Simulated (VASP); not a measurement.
Wanted: the native input for a VASP 6.6.1 run.

```yaml
Task: single point
Functional: PBEsol
Potentials_or_basis: VASP PAW PBE potentials, release 64 (Mg, O)
Cutoff: 520 eV
k_mesh: 9 × 9 × 6
Occupations: gaussian, width 0.05 eV
Spin: no spin polarisation
Dipole_correction: no
Further_INCAR_settings: ALGO = Normal; EDIFF = 1e-06; NBANDS = 16
```

The structure of MgO lies in POSCAR:

```
MgO
1.0
    3.3200000000      0.0000000000      0.0000000000
   -1.6600000000      2.8752043406      0.0000000000
    0.0000000000      0.0000000000      4.1248000000
Mg O
2 2
Direct
    0.6666666667      0.3333333333      0.7500000000
    0.3333333333      0.6666666667      0.2500000000
    0.6666666667      0.3333333333      0.2500000000
    0.3333333333      0.6666666667      0.7500000000
```

The input as run:

INCAR

```
PREC = Accurate
ENCUT = 520
EDIFF = 1E-6
ISMEAR = 0
SIGMA = 0.05
LREAL = F
LASPH = T
NELM = 80
ALGO = Normal
ISIF = 2
LWAVE = F
LCHARG = F
GGA = PS
NBANDS = 16
```

KPOINTS

```
Automatic mesh
0
Gamma
  9 9 6
```

Potentials or basis: VASP PAW PBE potentials, release 64 (Mg, O).

Launch:

```sh
$ cat potpaw_PBE.64/Mg/POTCAR potpaw_PBE.64/O/POTCAR > POTCAR
$ mpirun -np 1 vasp_std > vasp.out
```

It gave:

| Property | Result |
| --- | --- |
| Pressure | 19.8 GPa |
| Band gap on the k mesh | 3.87 eV, direct |

Caveat: the PAW data sets were made with another functional, which shifts forces and pressure a little.

Wall time 27 s on 1 thread of AMD EPYC 7R43 64-Core Processor (Zen 3) (shared host), peak memory 0.14 GiB.
